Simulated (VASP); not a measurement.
Write the native input for VASP 6.6.1 that does the following.

```
Task                   : single point
Functional             : LDA
Potentials or basis    : VASP PAW LDA potentials, release 64 (W_sv, C)
Cutoff                 : 520 eV
k mesh                 : 10 × 10 × 10
Occupations            : fermi-dirac, width 0.05 eV
Spin                   : no spin polarisation
Dipole correction      : no
Further INCAR settings : ALGO = Normal; EDIFF = 1e-06; NBANDS = 16
```

The structure of WC lies in POSCAR:

```
WC
1.0
    0.0000000000      2.2072055093      2.2072055093
    2.2072055093      0.0000000000      2.2072055093
    2.2072055093      2.2072055093      0.0000000000
W C
1 1
Direct
    0.0000000000      0.0000000000      0.0000000000
    0.5000000000      0.5000000000      0.5000000000
```

This cell differs from its parent crystal: volume scaled by 1.02.

These files were run (other wordings do the same):

INCAR

```
SYSTEM = WC
PREC     = Accurate       ! precision mode
ENCUT    = 520            ! plane-wave cutoff, eV
EDIFF    = 1E-6           ! SCF threshold, eV
ISMEAR   = -1             ! smearing method
SIGMA    = 0.05           ! smearing width, eV
LREAL    = .FALSE.        ! projectors in reciprocal space
LASPH    = .TRUE.         ! aspherical terms in the spheres
NELM     = 80             ! most SCF steps
ALGO     = Normal         ! electronic algorithm
ISIF     = 2              ! what is computed and relaxed
LWAVE    = .FALSE.        ! write WAVECAR
LCHARG   = .TRUE.         ! write CHGCAR
LELF     = .TRUE.         ! ELF
LVHAR    = .TRUE.       
NBANDS   = 16             ! bands
```

KPOINTS

```
regular mesh
0
G
  10 10 10
  0 0 0
```

Potentials or basis: VASP PAW LDA potentials, release 64 (W_sv, C).

The run is started by

```console
$ cat potpaw_LDA.64/W_sv/POTCAR potpaw_LDA.64/C/POTCAR > POTCAR
$ mpirun -np 1 vasp_std > vasp.out
```

Results of the run:

```json
{
  "Pressure": "-20.5 GPa",
  "Band gap on the k mesh": "zero (band 9 reaches 12.96 eV, above the bottom of band 10 at 9.89 eV)"
}
```

Caveat: spin-orbit coupling is left out, which moves the levels of the heavy elements.

Wall time 8.4 s on 1 thread of Intel(R) Xeon(R) Platinum 8259CL CPU @ 2.50GHz (Skylake/Cascade Lake), on a shared host, peak memory 0.13 GiB.
